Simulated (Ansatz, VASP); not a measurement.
## BeS: VASP beside Ansatz

The input INCAR:

```
PREC = Accurate
ENCUT = 520
EDIFF = 1E-7
ISMEAR = -1
SIGMA = 0.02
LREAL = False
LASPH = True
NELM = 100
ALGO = Normal
ISIF = 2
LWAVE = False
LCHARG = False
GGA = PE
NBANDS = 11
```

File KPOINTS:

```
regular mesh
0
Gamma
  10 10 10
```

Contents of POSCAR:

```
BeS
1.0
    0.0000000000      2.3573821523      2.4922205026
    2.3573821523      0.0000000000      2.4922205026
    2.3573821523      2.3573821523      0.0000000000
Be S
1 1
Direct
    0.0000000000      0.0000000000      0.0000000000
    0.2500000000      0.2500000000      0.2500000000
```

Input for Ansatz:

```yaml
crystal:
  lattice:
    - [0.0, 2.3573821523, 2.4922205026]
    - [2.3573821523, 0.0, 2.4922205026]
    - [2.3573821523, 2.3573821523, 0.0]
  atoms:
    - { symbol: Be, position: [0.0, 0.0, 0.0] }
    - { symbol: S, position: [0.25, 0.25, 0.25] }
kpoints:
  mp_grid: { grid: [10, 10, 10] }
  band_path:
    path:
      - [0.0, 0.0, 0.0]
      - [-0.5, -0.5, 0.0]
      - [-0.375, -0.375, 0.25]
      - [-0.375, 0.0, 0.375]
      - [0.0, 0.0, 0.5]
      - [-0.5, -0.25, 0.25]
      - [-0.0375, 0.0, 0.0375]
      - [0.0, 0.5, 0.5]
    npoints: 1
hamiltonian:
  xc: pbe
scf:
  occupations: { method: fermi_dirac, width: 0.02 }
  n_extra_bands: 4
output:
  forces: true
  stress: true
  eigenvalues: true
  write_density: true
  write_potential: true
  elf: true
  volumetric_format: npy
```

Change from the starting cell: epitaxial_xy strain -3.2%.

Alike in both runs: task single point; functional PBE; k mesh 10 × 10 × 10; occupations fermi-dirac, width 0.02 eV; no spin polarisation.

```csv
,VASP,Ansatz
version,VASP 6.6.1,Ansatz 0.2.0
potentials or method,"VASP PAW PBE potentials, release 64 (Be, S)","plane waves, PAW"
plane-wave cutoff (eV),520,420
valence electrons in the cell,8,8
```

VASP gave:

* gap on the k mesh at the Fermi level (eV): 2.79
* pressure (GPa): 4.6
* traceless stress, the component that is largest in VASP (GPa): -4.04

Question: What did Ansatz give for the same quantities?

Answer: gap on the k mesh at the Fermi level (eV): 2.79; pressure (GPa): 4.5; traceless stress, the component that is largest in VASP (GPa): -4.06.

With one functional, cell and mesh, what is left measures potentials, basis and numerics.
